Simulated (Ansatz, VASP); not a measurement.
Two plane-wave programs on VSi

Contents of INCAR:

```
SYSTEM = VSi
PREC = Accurate
ENCUT = 400
EDIFF = 1E-8
ISMEAR = -1
SIGMA = 0.05
LREAL = .FALSE.
LASPH = .TRUE.
NELM = 200
ALGO = Normal
ISIF = 2
LWAVE = .FALSE.
LCHARG = .FALSE.
ISPIN = 2
MAGMOM = 1.5 0
LORBIT = 11
LMAXMIX = 4
GGA = PE
LEFG = .TRUE.
NBANDS = 20
GGA_COMPAT = .FALSE.
```

KPOINTS

```
Automatic mesh
0
G
  11 11 11
  0 0 0
```

The input POSCAR:

```
VSi
1.0
    0.0000000000      2.8187879450      2.8187879450
    2.8187879450      0.0000000000      2.8187879450
    2.8187879450      2.8187879450      0.0000000000
V Si
1 1
Direct
    0.0000000000      0.0000000000      0.0000000000
    0.2500000000      0.2500000000      0.2500000000
```

Input for Ansatz:

```yaml
crystal:
  lattice:
    - [0.0, 2.818787945, 2.818787945]
    - [2.818787945, 0.0, 2.818787945]
    - [2.818787945, 2.818787945, 0.0]
  atoms:
    - { symbol: V, position: [0.0, 0.0, 0.0], spin: 1.5 }
    - { symbol: Si, position: [0.25, 0.25, 0.25] }
magnetization:
  spin_polarized: true
kpoints:
  mp_grid: { grid: [11, 11, 11] }
scf:
  occupations: { method: fermi_dirac, width: 0.05 }
hamiltonian:
  xc: pbe
  pseudopotentials: { kind: paw }
output:
  forces: true
  stress: true
  eigenvalues: true
  efg: { contact_densities: true }
```

Change from the starting cell: volume scaled by 1.06, PAW files.

Alike in both runs: task electric field gradients; functional PBE; k mesh 11 × 11 × 11; occupations fermi-dirac, width 0.05 eV; collinear spin.

|  | VASP | Ansatz |
| --- | --- | --- |
| version | VASP 6.6.1 | Ansatz 0.2.0 |
| potentials or method | VASP PAW PBE potentials, release 64 (V_sv, Si) | PAW with Ansatz's default frozen-core files, scalar-relativistic |
| plane-wave cutoff (eV) | 400 | 420 |
| valence electrons in the cell | 17 | 17 |

Ansatz gave:

| Property | Result |
| --- | --- |
| pressure (GPa) | -3.3 |
| net moment per atom (μB) | 0.42 |
| size of the moment on the site where the two differ most (μB) | 0.78 |

Problem. Estimate VASP's values.

Solution. Pressure (GPa): -3.7; net moment per atom (μB): 0.42; size of the moment on the site where the two differ most (μB): 0.85.

Site moments also hang on the region over which each program counts them. The functional is the same, so the differences come from potentials, cutoffs and numerics.
